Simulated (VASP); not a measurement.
**TlCuI3: relaxation of cell and atoms with PBE**

The system is TlCuI3.

```
CELL_PARAMETERS angstrom
5.54638 0.00000 0.00000
0.00000 5.54638 0.00000
0.00000 0.00000 5.54638
ATOMIC_POSITIONS crystal
Tl 0.50000 0.50000 0.50000
Cu 0.00000 0.00000 0.00000
I 0.50000 0.00000 0.00000
I 0.00000 0.50000 0.00000
I 0.00000 0.00000 0.50000
```

* Program: VASP 6.6.1
* Task: relaxation of cell and atoms
* Functional: PBE
* Potentials or basis: VASP PAW PBE potentials, release 64 (Tl_d, Cu, I)
* Cutoff: 600 eV
* k mesh: 8 × 8 × 8
* Occupations: gaussian, width 0.1 eV
* Spin: no spin polarisation
* Dipole correction: no
* Further INCAR settings: ALGO = Normal; EDIFF = 1e-07; IBRION = 2; EDIFFG = -0.01; NSW = 100; ISIF = 3

```
Pressure after relaxing : 0.0 GPa
Band gap on the k mesh  : zero (an odd number of electrons rules out a gap without spin polarisation)
```

Final structure:
```xyz
5
Lattice="5.5464 0.0000 0.0000 0.0000 5.5464 0.0000 0.0000 0.0000 5.5464" Properties=species:S:1:pos:R:3 pbc="T T T"
Tl    2.7732    2.7732    2.7732
Cu    0.0000    0.0000    0.0000
I     2.7732    0.0000    0.0000
I     0.0000    2.7732    0.0000
I     0.0000    0.0000    2.7732
```

Levels at points of the mesh, in eV from the Fermi level:
```tsv
k point	band 19	band 20	band 21	band 22	band 23	band 24	band 25	band 26	band 27
(0.00, 0.00, 0.00)	-1.04	-1.04	-0.68	-0.68	-0.68	0.85	4.60	4.60	4.60
(0.50, 0.00, 0.00)	-1.21	-1.21	-1.11	-0.70	-0.70	2.30	3.74	3.74	4.09
(0.50, 0.50, 0.00)	-1.25	-1.06	-1.06	0.01	0.74	2.74	3.79	3.79	5.43
(0.50, 0.50, 0.50)	0.02	0.02	0.02	0.76	0.76	4.74	4.76	4.79	4.83
```

Wall time 9.9 min on 1 thread of AMD EPYC 9755 128-Core Processor, on a shared host, peak memory 0.41 GiB.

Caveat: the relaxation stopped at its first step, so nothing moved; spin-orbit coupling is left out, which moves the levels of the heavy elements; an odd number of electrons without spin polarisation forces a metal; a magnetic or distorted state may lie lower.
